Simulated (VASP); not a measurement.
Write the native input for VASP 6.6.1 that does the following.

```
Task                   : single point
Functional             : r2SCAN
Potentials or basis    : VASP PAW PBE potentials, release 64 (F)
Cutoff                 : 520 eV
k mesh                 : 12 × 12 × 12
Occupations            : fermi-dirac, width 0.1 eV
Spin                   : no spin polarisation
Dipole correction      : no
Further INCAR settings : ALGO = Normal; EDIFF = 1e-07; NBANDS = 14
```

F:

```xyz
2
Lattice="0.0000 2.4707 2.4707 2.4707 0.0000 2.4707 2.4707 2.4707 0.0000" Properties=species:S:1:pos:R:3 pbc="T T T"
F     0.0000    0.0000    0.0000
F     1.2354    1.2354    1.2354
```

These files were run (other wordings do the same):

POSCAR

```
F
1.0
    0.0000000000      2.4707022887      2.4707022887
    2.4707022887      0.0000000000      2.4707022887
    2.4707022887      2.4707022887      0.0000000000
F
2
Direct
    0.0000000000      0.0000000000      0.0000000000
    0.2500000000      0.2500000000      0.2500000000
```

INCAR.step1

```
PREC = Accurate
ENCUT = 520
ISMEAR = -1
SIGMA = 0.1
LREAL = F
LASPH = T
NELM = 80
NBANDS = 14
GGA = PE
ALGO = Normal
EDIFF = 1E-4
LWAVE = T
LCHARG = F
```

INCAR.step2

```
PREC = Accurate
ENCUT = 520
EDIFF = 1E-7
ISMEAR = -1
SIGMA = 0.1
LREAL = F
LASPH = T
NELM = 80
ALGO = Normal
ISIF = 2
LWAVE = F
LCHARG = F
METAGGA = R2SCAN
LMIXTAU = T
NBANDS = 14
ISTART = 1
```

KPOINTS

```
Automatic mesh
0
Gamma
  12 12 12
```

Potentials or basis: VASP PAW PBE potentials, release 64 (F).

Run with:

```bash
$ cat potpaw_PBE.64/F/POTCAR > POTCAR
$ cp INCAR.step1 INCAR
$ mpirun -np 1 vasp_std > vasp.out
$ cp INCAR.step2 INCAR
$ mpirun -np 1 vasp_std > vasp.out
```

Results of the run:

```yaml
Pressure: -3.8 GPa
Band_gap_on_the_k_mesh: zero (bands 7 and 8 overlap by 0.91 eV)
```

Caveat: the cell stands under tension; the PAW data sets were made with another functional, which shifts forces and pressure a little.

Wall time 50 s on 1 thread of Intel(R) Xeon(R) 6975P-C (Granite Rapids), on a shared host, peak memory 0.16 GiB.
